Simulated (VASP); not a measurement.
Ni: single point with PBE

Crystal: Ni.

```
CELL_PARAMETERS angstrom
-1.40024 1.40024 1.40024
1.40024 -1.40024 1.40024
2.80048 2.80048 0.00000
ATOMIC_POSITIONS crystal
Ni 0.00000 0.00000 0.00000
Ni 0.50000 0.50000 0.50000
```

This isn't the form of Ni at room conditions, which is fcc.

| Item | Value |
| --- | --- |
| Program | VASP 6.6.1 |
| Task | single point |
| Functional | PBE |
| Potentials or basis | VASP PAW PBE potentials, release 64 (Ni) |
| Cutoff | 520 eV |
| k mesh | 14 × 14 × 8 |
| Occupations | gaussian, width 0.15 eV |
| Spin | collinear spin, ferromagnetic start |
| Starting moments | [0.64, 0.64] μB |

```
Pressure                                              : -0.1 GPa
Net moment                                            : 1.07 μB per cell
Site moments                                          : Ni +0.55 μB
Valence electrons inside the program's atomic spheres : Ni 9.30
```

Stress tensor (GPa, compression positive):
```
-0.02  0.10  0.00
 0.10 -0.02  0.00
 0.00  0.00 -0.17
```

Levels at points of the mesh, in eV from the Fermi level:
Spin up:
| k point | band 7 | band 8 | band 9 | band 10 | band 11 | band 12 | band 13 | band 14 |
| --- | --- | --- | --- | --- | --- | --- | --- | --- |
| (0.00, 0.00, 0.00) | -0.94 | -0.86 | -0.86 | -0.71 | -0.05 | 0.29 | 6.42 | 19.03 |
| (0.50, 0.00, 0.00) | -1.04 | -1.04 | -0.66 | -0.66 | 1.77 | 1.77 | 10.64 | 10.64 |
| (0.50, 0.50, 0.00) | -0.27 | -0.27 | -0.27 | -0.05 | 0.29 | 6.42 | 9.73 | 9.73 |
| (0.00, 0.00, 0.50) | -1.24 | -1.24 | -1.08 | -1.08 | -0.80 | -0.80 | 15.59 | 15.59 |
| (0.50, 0.00, 0.50) | -0.71 | -0.71 | -0.05 | -0.05 | 0.29 | 0.29 | 6.42 | 6.42 |
| (0.50, 0.50, 0.50) | -1.36 | -1.36 | -0.16 | -0.16 | 4.79 | 4.79 | 7.15 | 7.15 |
Spin down:
```
           k point  band 8  band 9  band 10  band 11  band 12  band 13
(0.00, 0.00, 0.00)   -0.39   -0.39    -0.23     0.25     0.70     6.75
(0.50, 0.00, 0.00)   -0.49   -0.12    -0.12     2.22     2.22    10.80
(0.50, 0.50, 0.00)    0.47    0.47     0.47     0.70     6.75     9.75
(0.00, 0.00, 0.50)   -0.58   -0.55    -0.55    -0.33    -0.33    15.70
(0.50, 0.00, 0.50)   -0.23    0.25     0.25     0.70     0.70     6.75
(0.50, 0.50, 0.50)   -0.76    0.58     0.58     4.91     4.91     7.38
```

Wall time 3.5 min on 1 thread of Intel(R) Xeon(R) Platinum 8259CL CPU @ 2.50GHz (Skylake/Cascade Lake) (shared host), peak memory 0.28 GiB.
